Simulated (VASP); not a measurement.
Set up this calculation in VASP 6.6.1, as the native input.

| Property | Result |
| --- | --- |
| Task | single point |
| Functional | PBE |
| Potentials or basis | VASP PAW PBE potentials, release 64 (Al, Pt) |
| Cutoff | 520 eV |
| k mesh | 9 × 9 × 10 |
| Occupations | gaussian, width 0.1 eV |
| Spin | no spin polarisation |
| Dipole correction | no |
| Further INCAR settings | ALGO = Fast; EDIFF = 1e-06; NBANDS = 15; ISYM = 0 |

The structure of Al2Pt lies in POSCAR:

```
Al2Pt
1.0
    4.2484227119     -0.0000022051      0.0056966012
   -2.1242132655      3.6792453020      0.0000000000
    2.1287574134      1.2290386657      3.4079072494
Al Pt
2 1
Direct
    0.4974910016      0.7487455008      0.7546736624
    0.5025089984      0.2512544992      0.2453263376
    0.0000000000      0.0000000000      0.0000000000
```

One way to write it, as run:

INCAR

```
SYSTEM = Al2Pt
ALGO     = Fast           ! electronic algorithm
EDIFF    = 1E-6           ! SCF threshold, eV
ENCUT    = 520            ! plane-wave cutoff, eV
GGA      = PE             ! functional
ISIF     = 2              ! what is computed and relaxed
ISMEAR   = 0              ! smearing method
ISYM     = 0            
LASPH    = .TRUE.         ! aspherical terms in the spheres
LCHARG   = .FALSE.        ! write CHGCAR
LREAL    = .FALSE.        ! projectors in reciprocal space
LWAVE    = .FALSE.        ! write WAVECAR
NBANDS   = 15             ! bands
NELM     = 100            ! most SCF steps
PREC     = Accurate       ! precision mode
SIGMA    = 0.1            ! smearing width, eV
```

KPOINTS

```
k-points
0
G
  9 9 10
  0 0 0
```

Potentials or basis: VASP PAW PBE potentials, release 64 (Al, Pt).

Run with:

```console
$ cat potpaw_PBE.64/Al/POTCAR potpaw_PBE.64/Pt/POTCAR > POTCAR
$ mpirun -np 1 vasp_std > vasp.out
```

It gave:

| Quantity | Value |
| --- | --- |
| Pressure | -1.7 GPa |
| Band gap on the k mesh | zero (band 8 reaches 11.24 eV, above the bottom of band 9 at 6.09 eV) |

Caveat: spin-orbit coupling is left out, which moves the levels of the heavy elements.

Run time: 89 s on 1 thread of Intel(R) Xeon(R) 6975P-C (Granite Rapids), on a shared host, peak memory 0.43 GiB.
